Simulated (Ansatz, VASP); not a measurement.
**One calculation of SrCl2, two programs**

Contents of INCAR:

```
SYSTEM = SrCl2
PREC = Accurate
ENCUT = 520
EDIFF = 1E-6
ISMEAR = 0
SIGMA = 0.05
LREAL = .False.
LASPH = .True.
NELM = 100
ALGO = Normal
ISIF = 2
LWAVE = .False.
LCHARG = .False.
GGA = PE
NBANDS = 19
```

The input KPOINTS:

```
regular mesh
0
Gamma
  6 6 6
  0 0 0
```

File POSCAR:

```
SrCl2
1.0
    0.0000000000      3.4251603277      3.5368205543
    3.4251603277      0.0000000000      3.5368205543
    3.4251603277      3.4251603277      0.0000000000
Sr Cl
1 2
Direct
    0.0000000000      0.0000000000      0.0000000000
    0.2500000000      0.2500000000      0.2500000000
    0.7500000000      0.7500000000      0.7500000000
```

Input for Ansatz:

```yaml
crystal:
  lattice:
    - [0.0, 3.4251603277, 3.5368205543]
    - [3.4251603277, 0.0, 3.5368205543]
    - [3.4251603277, 3.4251603277, 0.0]
  atoms:
    - { symbol: Sr, position: [0.0, 0.0, 0.0] }
    - { symbol: Cl, position: [0.25, 0.25, 0.25] }
    - { symbol: Cl, position: [0.75, 0.75, 0.75] }
basis:
  ecutwfc: 420
kpoints:
  mp_grid: { grid: [6, 6, 6] }
hamiltonian:
  xc: pbe
scf:
  occupations: { method: gaussian, width: 0.05 }
output:
  forces: true
  stress: true
  eigenvalues: true
```

Alike in both runs: task single point; functional PBE; k mesh 6 × 6 × 6; occupations gaussian, width 0.05 eV; no spin polarisation.

|  | VASP | Ansatz |
| --- | --- | --- |
| version | VASP 6.6.1 | Ansatz 0.2.0 |
| potentials or method | VASP PAW PBE potentials, release 64 (Sr_sv, Cl), cutoff 520 eV | scalar-relativistic, plane waves, PAW |
| valence electrons in the cell | 24 | 24 |

```csv
,VASP,Ansatz,Ansatz less VASP
gap on the k mesh at the Fermi level (eV),5.31,5.32,+0.005
least direct gap on the mesh (eV),5.41,5.42,+0.003
pressure (GPa),2.0,1.9,-0.09
"traceless stress, the component that is largest in VASP (GPa)",-1.13,-1.13,-0.007
```
